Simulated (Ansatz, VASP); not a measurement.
# Two plane-wave programs on Ir

File POSCAR:

```
Ir
1.0
    0.0000000000      1.9379620156      1.9379620156
    1.9379620156      0.0000000000      1.9379620156
    1.9379620156      1.9379620156      0.0000000000
Ir
1
Direct
    0.0000000000      0.0000000000      0.0000000000
```

Contents of INCAR.step1:

```
SYSTEM = Ir
PREC     = Accurate       ! precision mode
ENCUT    = 520            ! plane-wave cutoff, eV
ISMEAR   = 0              ! smearing method
SIGMA    = 0.05           ! smearing width, eV
LREAL    = .FALSE.        ! projectors in reciprocal space
LASPH    = .TRUE.         ! aspherical terms in the spheres
NELM     = 80             ! most SCF steps
NBANDS   = 10             ! bands
GGA      = PE             ! functional
ALGO     = Normal         ! electronic algorithm
EDIFF    = 1E-4           ! SCF threshold, eV
LWAVE    = .TRUE.         ! write WAVECAR
LCHARG   = .FALSE.        ! write CHGCAR
```

The input INCAR.step2:

```
SYSTEM = Ir
PREC     = Accurate       ! precision mode
ENCUT    = 520            ! plane-wave cutoff, eV
EDIFF    = 1E-7           ! SCF threshold, eV
ISMEAR   = 0              ! smearing method
SIGMA    = 0.05           ! smearing width, eV
LREAL    = .FALSE.        ! projectors in reciprocal space
LASPH    = .TRUE.         ! aspherical terms in the spheres
NELM     = 80             ! most SCF steps
ALGO     = Normal         ! electronic algorithm
ISIF     = 2              ! what is computed and relaxed
LWAVE    = .FALSE.        ! write WAVECAR
LCHARG   = .FALSE.        ! write CHGCAR
METAGGA  = R2SCAN         ! meta-GGA
LMIXTAU  = .TRUE.       
NBANDS   = 10             ! bands
ISTART   = 1
```

KPOINTS

```
regular mesh
0
G
  18 18 18
  0 0 0
```

Input for Ansatz:

```yaml
crystal:
  lattice:
    - [0.0, 1.9379620169, 1.9379620169]
    - [1.9379620169, 0.0, 1.9379620169]
    - [1.9379620169, 1.9379620169, 0.0]
  atoms:
    - { symbol: Ir, position: [0.0, 0.0, 0.0] }
basis:
  ecutwfc: 500
  ecutrho_ratio: 4
kpoints:
  mp_grid: { grid: [18, 18, 18] }
hamiltonian:
  xc: r2scan
scf:
  occupations: { method: gaussian, width: 0.05 }
output:
  forces: true
  stress: true
  eigenvalues: true
```

Alike in both runs: task single point; functional r2SCAN; k mesh 18 × 18 × 18; occupations gaussian, width 0.05 eV; no spin polarisation.

```csv
,VASP,Ansatz
version,VASP 6.6.1,Ansatz 0.2.0
potentials or method,"VASP PAW PBE potentials, release 64 (Ir), cutoff 520 eV","scalar-relativistic, plane waves, PAW"
valence electrons in the cell,9,17
```

```tsv
	VASP	Ansatz	Ansatz less VASP
pressure (GPa)	-6.6	-8.8	-2.18
```

VASP's potentials were made for PBE, not for r2SCAN. VASP's potentials hold 9 valence electrons a cell and Ansatz's 17, so a difference there can come from the potentials and not from the codes.

Neither program's run includes spin-orbit coupling.
